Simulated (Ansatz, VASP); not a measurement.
# Two plane-wave programs on BeS

INCAR

```
ALGO = Normal
EDIFF = 1E-6
ENCUT = 600
GGA = PS
GGA_COMPAT = False
ISIF = 2
ISMEAR = 0
LASPH = True
LCHARG = False
LREAL = False
LWAVE = False
NBANDS = 11
NELM = 120
PREC = Accurate
SIGMA = 0.02
```

KPOINTS

```
k-points
0
Gamma
  8 8 8
```

POSCAR

```
BeS
1.0
    0.0000000000      2.4188489382      2.4188489382
    2.4188489382      0.0000000000      2.4188489382
    2.4188489382      2.4188489382      0.0000000000
Be S
1 1
Direct
    0.0000000000      0.0000000000      0.0000000000
    0.2500000000      0.2500000000      0.2500000000
```

Input for Ansatz:

```yaml
crystal:
  lattice:
    - [0.0, 2.4188489382, 2.4188489382]
    - [2.4188489382, 0.0, 2.4188489382]
    - [2.4188489382, 2.4188489382, 0.0]
  atoms:
    - { symbol: Be, position: [0.0, 0.0, 0.0] }
    - { symbol: S, position: [0.25, 0.25, 0.25] }
basis:
  ecutwfc: 420
kpoints:
  mp_grid: { grid: [8, 8, 8] }
  band_path:
    path:
      - [[0.0, 0.0, 0.0], [-0.5, -0.5, 0.0], [-0.375, -0.375, 0.25]]
      - [[-0.375, 0.0, 0.375], [0.0, 0.0, 0.0], [0.0, 0.0, 0.5], [-0.5, -0.25, 0.25], [-0.5, -0.5, 0.0]]
    npoints: 10
hamiltonian:
  xc: pbesol
  pseudopotentials: { kind: paw, azcp: { folder: soft_1 } }
scf:
  occupations: { method: gaussian, width: 0.02 }
  n_extra_bands: 7
output:
  forces: true
  stress: true
  eigenvalues: true
```

Alike in both runs: task single point; functional PBEsol; k mesh 8 × 8 × 8; occupations gaussian, width 0.02 eV; no spin polarisation.

|  | VASP | Ansatz |
| --- | --- | --- |
| version | VASP 6.6.1 | Ansatz 0.2.0 |
| potentials or method | VASP PAW PBE potentials, release 64 (Be, S), cutoff 600 eV | scalar-relativistic, plane waves, PAW |
| valence electrons in the cell | 8 | 8 |

```csv
,VASP,Ansatz,Ansatz less VASP
gap on the k mesh at the Fermi level (eV),2.91,2.91,-0.002
least direct gap on the mesh (eV),5.61,5.58,-0.025
pressure (GPa),0.2,0.0,-0.21
```

VASP's potentials were made for PBE, not for PBEsol, and Ansatz warns of the same on its side.
